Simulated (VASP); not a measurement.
Wanted: the native input for a VASP 6.6.1 run.

| Quantity | Value |
| --- | --- |
| Task | single point |
| Functional | PBE |
| Potentials or basis | VASP PAW PBE potentials, release 64 (Sc_sv, Mn_pv, S) |
| Cutoff | 520 eV |
| k mesh | 6 × 6 × 2 |
| Occupations | gaussian, width 0.1 eV |
| Spin | collinear spin, ferromagnetic start |
| Starting moments | [0.0, 0.0, 0.0, 4.0, 0.0, 0.0] μB |
| Dipole correction | no |
| Further INCAR settings | ALGO = Normal; EDIFF = 1e-07; NBANDS = 42 |

The structure of Sc3MnS2 lies in POSCAR:

```
Sc3MnS2
1.0
    3.2364354600      0.0000000000      0.0000000000
    0.0000000000      3.2364354600      0.0000000000
    0.0000000000      0.0000000000      7.5439219900
Sc Mn S
3 1 2
Direct
    0.0000000000      0.0000000000      0.7985711500
    0.0000000000      0.0000000000      0.2014288500
    0.5000000000      0.5000000000      0.0000000000
    0.0000000000      0.0000000000      0.5000000000
    0.5000000000      0.5000000000      0.6458127500
    0.5000000000      0.5000000000      0.3541872500
```

These files were run (other wordings do the same):

INCAR

```
PREC = Accurate
ENCUT = 520
EDIFF = 1E-7
ISMEAR = 0
SIGMA = 0.1
LREAL = False
LASPH = True
NELM = 150
ALGO = Normal
ISIF = 2
LWAVE = False
LCHARG = False
ISPIN = 2
MAGMOM = 0 0 0 4 0 0
LORBIT = 11
LMAXMIX = 4
GGA = PE
NBANDS = 42
```

KPOINTS

```
Automatic mesh
0
Gamma
  6 6 2
```

Potentials or basis: VASP PAW PBE potentials, release 64 (Sc_sv, Mn_pv, S).

Command:

```console
$ cat potpaw_PBE.64/Sc_sv/POTCAR potpaw_PBE.64/Mn_pv/POTCAR potpaw_PBE.64/S/POTCAR > POTCAR
$ mpirun -np 1 vasp_std > vasp.out
```

Results of the run:

```json
{"Pressure": "43.3 GPa", "Largest force": "4.806 eV/Å", "Net moment": "0.10 μB per cell", "Site moments": "Sc +0.04, +0.05; Mn -0.12; S +0.00 μB", "Valence electrons inside the program's atomic spheres": "Sc 10.08, 10.00; Mn 11.98; S 3.75"}
```

Caveat: the k points lie up to 0.42 Å⁻¹ apart; the moment fell far below its start of 4 μB, so a state of higher moment may lie lower in energy; forces of over 1 eV/Å act on the atoms, so gaps and moduli don't describe the material at rest.

It took 2.1 min on 1 thread of Intel(R) Xeon(R) Platinum 8488C (Sapphire Rapids), with other jobs on the host, peak memory 0.26 GiB.
